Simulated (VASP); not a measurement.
# AlB2As3 (Cmmm) in VASP: notebook

Runs on AlB2As3. Level: PBE. Tasks: relaxation of cell and atoms, single point.

Program: VASP 6.6.1. These are calculated values, not measurements. Logs are shortened: lines on timing, memory, paths and dates and some standing lists are left out, and cuts for length are marked.

**1. The cell of the first run**

It takes space group Cmmm (No. 65, orthorhombic). The conventional cell has a = 3.219 Å, b = 14.372 Å, c = 4.165 Å, α = 90.00°, β = 90.00°, γ = 90.00°. Al (site symmetry mmm) has 8 As at 2.63 to 2.68 Å and 2 Al at 3.22 Å within 3.5 Å. Within 2.1 Å of B (site symmetry 2/m) lie 2 B at 1.61 Å. Within 3.5 Å of As (site symmetry mmm) lie 4 Al at 2.63 Å and 6 As at 2.99 to 3.22 Å. As (site symmetry m2m) has 4 B at 2.66 Å and 2 Al at 2.68 Å and 6 As at 2.99 to 3.31 Å within 3.5 Å.

**2. Relaxation of cell and atoms, PBE**

File INCAR:

```
  PREC = Accurate
  ENCUT = 600
  EDIFF = 1E-7
  ISMEAR = 0
  SIGMA = 0.1
  LREAL = False
  LASPH = True
  NELM = 100
  ALGO = Normal
  ISIF = 3
  LWAVE = False
  LCHARG = False
  GGA = PE
  IBRION = 2
  NSW = 90
  EDIFFG = -0.04
```

File KPOINTS:

```
regular mesh
0
Gamma
  6 6 4
```

File POSCAR:

```
AlB2As3
1.0
    1.6097210239     -7.1860771481      0.0000000000
    1.6097210239      7.1860771481      0.0000000000
    0.0000000000      0.0000000000      4.1650698019
Al B As
1 2 3
Direct
    0.0000000000      0.0000000000      0.0000000000
    0.5000000000      0.0000000000      0.5000000000
    0.0000000000      0.5000000000      0.5000000000
    0.5000000000      0.5000000000      0.5000000000
    0.6493879884      0.3506120116      0.0000000000
    0.3506120116      0.6493879884      0.0000000000
```

Potentials or basis: VASP PAW PBE potentials, release 64 (Al, B, As).

Started as:

```bash
> cat potpaw_PBE.64/Al/POTCAR potpaw_PBE.64/B/POTCAR potpaw_PBE.64/As/POTCAR > POTCAR
> mpirun -np 1 vasp_std > vasp.out
```

OUTCAR:

```text
PREC = Accurate
   ENCUT = 600
   EDIFF = 1E-7
   ISMEAR = 0
   LREAL = False
   LASPH = True
   NELM = 100
   ISIF = 3
   GGA = PE
   IBRION = 2
   NSW = 90
   EDIFFG = -0.04

 ion  position               nearest neighbor table
   1  0.000  0.000  0.000-   4 2.63   4 2.63   4 2.63   4 2.63   5 2.68   6 2.68   5 2.68   6 2.68

   2  0.500  0.000  0.500-   3 1.61   3 1.61
   3  0.000  0.500  0.500-   2 1.61   2 1.61
   4  0.500  0.500  0.500-   1 2.63   1 2.63   1 2.63   1 2.63
   5  0.649  0.351  0.000-   1 2.68   1 2.68
   6  0.351  0.649  0.000-   1 2.68   1 2.68

  LATTYP: Found a base centered orthorhombic cell.
 ALAT       =     3.2194420478
 B/A-ratio  =     4.4641754946
 C/A-ratio  =     1.2937241112

  Lattice vectors:

 A1 = (   1.6097210239,  -7.1860771481,   0.0000000000)
 A2 = (   1.6097210239,   7.1860771481,   0.0000000000)
 A3 = (   0.0000000000,   0.0000000000,   4.1650698019)

Analysis of symmetry for initial positions (statically):
=====================================================================
 Subroutine PRICEL returns:
 Original cell was already a primitive cell.

 Routine SETGRP: Setting up the symmetry group for a
 base centered orthorhombic supercell.

 Subroutine GETGRP returns: Found  8 space group operations
 (whereof  8 operations were pure point group operations)
 out of a pool of  8 trial point group operations.

The static configuration has the point symmetry D_2h.

Analysis of symmetry for dynamics (positions and initial velocities):
=====================================================================
 Subroutine PRICEL returns:
 Original cell was already a primitive cell.

 Routine SETGRP: Setting up the symmetry group for a
 base centered orthorhombic supercell.

 Subroutine GETGRP returns: Found  8 space group operations
 (whereof  8 operations were pure point group operations)
 out of a pool of  8 trial point group operations.

The dynamic configuration has the point symmetry D_2h.

 Subroutine INISYM returns: Found  8 space group operations
 (whereof  8 operations are pure point group operations),
 and found     1 'primitive' translations

----------------------------------------------------------------------------------------

                                     Primitive cell

  volume of cell :      96.3596
[... 105 lines left out ...]
   POTIM  = 0.5000    time-step for ionic-motion
   TEBEG  =    0.0;   TEEND  =   0.0 temperature during run
   PSTRESS=    0.0 pullay stress
   NELECT =      24.0000    total number of electrons
   NUPDOWN=      -1.0000    fix difference up-down
   EMIN   =  10.00;   EMAX   =-10.00  energy-range for DOS
   EFERMI =   0.00;   METHOD = LEGACY
   ISMEAR =     0;   SIGMA  =   0.10  broadening in eV -4-tet -1-fermi 0-gaus
   EFERMI_NEDOS =   21; number of points for ismear=-14 and -15
   IALGO  =     38    algorithm
   IMIX   =      4    mixing-type and parameters
     AMIX     =   0.40;   BMIX     =  1.00
     AMIX_MAG =   1.60;   BMIX_MAG =  1.00
  volume/ion in A,a.u.               =      16.06       108.38
  Fermi-wavevector in a.u.,A,eV,Ry     =   1.030023  1.946462 14.435070  1.060948
  Thomas-Fermi vector in A             =   2.164100
   LORBIT       =      0    0 simple, 1 ext, 2 COOP (PROOUT), +10 PAW based schemes
   GGA     = PE    functional components
   LHFCALC =     F    Hartree Fock is set to
   AEXX    =    0.0000 exact exchange contribution
   IVDW    =     0    specifies the selected vdW correction
   LEPSILON=     F    determine dielectric tensor
   LRPA    =     F    only Hartree local field effects (RPA)
 conjugate gradient relaxation of ions
 non-spin polarized calculation
 Gauss-broadening in eV      SIGMA  =   0.10
  energy-cutoff  :      600.00
  volume of cell :       96.36
 maximum number of plane-waves:      3249
   NGX = 29   NGY = 29   NGZ = 17

--------------------------------------- Ionic step        1  -------------------------------------------

 number of electron      24.0000000 magnetization

 Free energy of the ion-electron system (eV)
  ---------------------------------------------------
  ext. energy  EPLUGINS =         0.00000000
  ---------------------------------------------------
  free energy    TOTEN  =       -28.20906246 eV

  energy without entropy =      -28.19162471  energy(sigma->0) =      -28.20034359

------------------------ aborting loop because EDIFF is reached ----------------------------------------

  FORCE on cell =-STRESS in cart. coord.  units (eV):
  Direction    XX          YY          ZZ          XY          YZ          ZX
  --------------------------------------------------------------------------------------
  -------------------------------------------------------------------------------------
  Total        1.9318963     -0.2016792     -0.3317771      0.0000000      0.0000000      0.0000000
  in kB       32.1217813     -3.3533351     -5.5164814      0.0000000      0.0000000      0.0000000
  external PRESSURE =       7.7506549 kB  Pullay stress =       0.0000000 kB
[... 267 lines left out ...]
--------------------------------------- Ionic step        8  -------------------------------------------

 number of electron      24.0000001 magnetization

 Free energy of the ion-electron system (eV)
  ---------------------------------------------------
  ext. energy  EPLUGINS =         0.00000000
  ---------------------------------------------------
  free energy    TOTEN  =       -28.27742663 eV

  energy without entropy =      -28.26850178  energy(sigma->0) =      -28.27296420

 E-fermi :   5.9129     XC(G=0): -10.3901

 val. band max:        5.9118247065   @ k =   0.1667   0.1667   0.5000
 cond. band min:       5.9152790109   @ k =  -0.3333   0.3333   0.0000
 fundamental gap:      0.0034543043
 Fermi energy:         5.9129336220

 k-point     1 :       0.0000    0.0000    0.0000
  band No.  band energies     occupation
      1      -8.4228      2.00000
      2      -5.9119      2.00000
      3      -5.7267      2.00000
      4      -1.4452      2.00000
      5       0.7149      2.00000
      6       1.6289      2.00000
[... 433 lines left out ...]
      3      -4.1405      2.00000
      4      -2.9190      2.00000
      5      -0.4747      2.00000
      6       0.5415      2.00000
[... 8 lines left out ...]
     15       8.7297      0.00000
     16       9.7645      0.00000

 [... further k-points ...]

------------------------ aborting loop because EDIFF is reached ----------------------------------------

  FORCE on cell =-STRESS in cart. coord.  units (eV):
  Direction    XX          YY          ZZ          XY          YZ          ZX
  --------------------------------------------------------------------------------------
  -------------------------------------------------------------------------------------
  Total       -0.0889759      0.1645150     -0.2349300      0.0000000      0.0000000      0.0000000
  in kB       -1.4924017      2.7594260     -3.9405049      0.0000000      0.0000000      0.0000000
  external PRESSURE =      -0.8911602 kB  Pullay stress =       0.0000000 kB
[... 21 lines left out ...]
  FREE ENERGIE OF THE ION-ELECTRON SYSTEM (eV)
  ---------------------------------------------------
  free  energy   TOTEN  =       -28.2774266265 eV

  energy  without entropy=      -28.2685017756  energy(sigma->0) =      -28.27296420

 reached required accuracy - stopping structural energy minimisation
```

Wall time 7.3 min (1 thread of Intel Xeon 6975P-C (Granite Rapids), shared host); peak memory 0.38 GiB.

What came out:

```yaml
Free_energy: -28.2774 eV
Relaxed_volume: 15.92 Å³/atom
Relaxed_cell: a = 7.283 Å, b = 7.283 Å, c = 4.073 Å, α = 90.00°, β = 90.00°, γ = 153.76°
Space_group_after_relaxing_to_0.05_Å: Cmmm (No. 65)
Energy_gained_by_relaxing: 11.4 meV/atom
Ionic_steps: 8
Pressure_after_relaxing: -0.1 GPa
Largest_force_after_relaxing: 0.030 eV/Å
Band_gap_on_the_k_mesh: zero (band 12 reaches 7.74 eV, above the bottom of band 13 at 4.94 eV)
```

Forces on the atoms (eV/Å):
```
Al   0.000  0.000  0.000
B    0.000  0.000  0.000
B    0.000  0.000  0.000
As   0.000  0.000  0.000
As   0.000  0.030  0.000
As   0.000 -0.030  0.000
```

The path:
```
step  energy change (eV)  largest force (eV/Å)  pressure (GPa)  volume (Å³)
   1              0.0000                0.0722            0.78        96.36
   2             -0.0293                0.1483           -1.02        97.44
   3              0.0547                0.0994           -5.28       100.60
   4             -0.0389                0.1693           -2.21        98.21
   5             -0.0478                0.1361           -2.27        97.93
   6             -0.0493                0.1173           -2.28        97.78
   7             -0.0605                0.0849           -1.47        96.91
   8             -0.0684                0.0297           -0.09        95.52
```

Final structure:
```
Al B As
1.0
     1.65311   -7.09261    0.00000
     1.65311    7.09261    0.00000
     0.00000    0.00000    4.07342
Al B As
1 2 3
Cartesian
  0.0000 0.0000 0.0000
  0.8266 -3.5463 2.0367
  0.8266 3.5463 2.0367
  1.6531 0.0000 2.0367
  1.6531 -2.1031 0.0000
  1.6531 2.1031 0.0000
```

Levels at points of the mesh, in eV from the Fermi level:
| k point | band 8 | band 9 | band 10 | band 11 | band 12 | band 13 | band 14 | band 15 | band 16 |
| --- | --- | --- | --- | --- | --- | --- | --- | --- | --- |
| (0.00, 0.00, 0.00) | -2.83 | -2.80 | -1.52 | -1.27 | -0.88 | 0.10 | 0.99 | 2.74 | 2.97 |
| (0.50, 0.00, 0.00) | -3.20 | -2.40 | -1.92 | -1.91 | -1.24 | -0.79 | 0.91 | 1.56 | 1.61 |
| (0.50, 0.50, 0.00) | -3.69 | -3.32 | -1.14 | 0.10 | 0.67 | 1.18 | 1.32 | 1.44 | 1.94 |
| (0.00, 0.00, 0.50) | -1.50 | -1.29 | -0.90 | 0.63 | 0.74 | 0.75 | 1.03 | 3.91 | 4.37 |
| (0.50, 0.00, 0.50) | -5.30 | -4.01 | -3.27 | -3.03 | -1.55 | 0.35 | 0.43 | 0.75 | 2.76 |
| (0.50, 0.50, 0.50) | -3.66 | -3.53 | 0.23 | 0.73 | 1.83 | 2.58 | 2.66 | 3.79 | 3.87 |

Caveat: the k points lie up to 0.39 Å⁻¹ apart in the final cell.

**3. Single point, PBE**

This run uses another cell than the first one, of 16.01 Å³/atom, 0.997 times its volume.

File INCAR:

```
PREC     = Accurate       # precision mode
ENCUT    = 520            # plane-wave cutoff, eV
EDIFF    = 1E-6           # SCF threshold, eV
ISMEAR   = 0              # smearing method
SIGMA    = 0.1            # smearing width, eV
LREAL    = F              # projectors in reciprocal space
LASPH    = T              # aspherical terms in the spheres
NELM     = 80             # most SCF steps
ALGO     = Normal         # electronic algorithm
ISIF     = 2              # what is computed and relaxed
LWAVE    = F              # write WAVECAR
LCHARG   = F              # write CHGCAR
GGA      = PE             # functional
NBANDS   = 21             # bands
```

File KPOINTS:

```
Automatic mesh
0
Gamma
  12 12 10
```

File POSCAR:

```
AlB2As3
1.0
    1.6404936398     -7.1963268506      0.0000000000
    1.6404936398      7.1963268506      0.0000000000
    0.0000000000      0.0000000000      4.0675287680
Al B As
1 2 3
Direct
    0.0000000000      0.0000000000      0.0000000000
    0.5000000000      0.0000000000      0.5000000000
    0.0000000000      0.5000000000      0.5000000000
    0.5000000000      0.5000000000      0.5000000000
    0.6483261443      0.3516738557      0.0000000000
    0.3516738557      0.6483261443      0.0000000000
```

Potentials or basis: VASP PAW PBE potentials, release 64 (Al, B, As).

Started as:

```bash
> cat potpaw_PBE.64/Al/POTCAR potpaw_PBE.64/B/POTCAR potpaw_PBE.64/As/POTCAR > POTCAR
> mpirun -np 1 vasp_std > vasp.out
```

Run time: 7.4 min. Hardware: 1 thread of Intel Xeon 6975P-C (Granite Rapids), shared host; peak memory 0.64 GiB.

Results (log left out):

| Quantity | Value |
| --- | --- |
| Free energy | -28.3001 eV |
| Pressure | 0.1 GPa |
| Largest force | 0.006 eV/Å |
| Band gap on the k mesh | zero (band 12 reaches 7.81 eV, above the bottom of band 13 at 4.46 eV) |

Forces on the atoms (eV/Å):
```
Al   0.000  0.000  0.000
B    0.000  0.000  0.000
B    0.000  0.000  0.000
As   0.000  0.000  0.000
As   0.000 -0.006  0.000
As   0.000  0.006  0.000
```

Stress tensor (GPa, compression positive):
```
0.11 0.00 0.00
0.00 0.08 0.00
0.00 0.00 0.19
```

Levels at points of the mesh, in eV from the Fermi level:
```tsv
k point	band 10	band 11	band 12	band 13	band 14	band 15
(0.00, 0.00, 0.00)	-1.51	-1.26	-0.68	0.30	0.91	2.80
(0.50, 0.00, 0.00)	-1.94	-1.82	-1.19	-0.76	0.97	1.56
(0.50, 0.50, 0.00)	-0.93	0.05	0.56	1.14	1.46	1.57
(0.00, 0.00, 0.50)	-1.05	0.59	0.83	0.90	1.23	3.88
(0.50, 0.00, 0.50)	-3.24	-3.00	-1.56	0.22	0.32	0.68
(0.50, 0.50, 0.50)	0.45	0.89	1.96	2.43	2.57	3.63
```
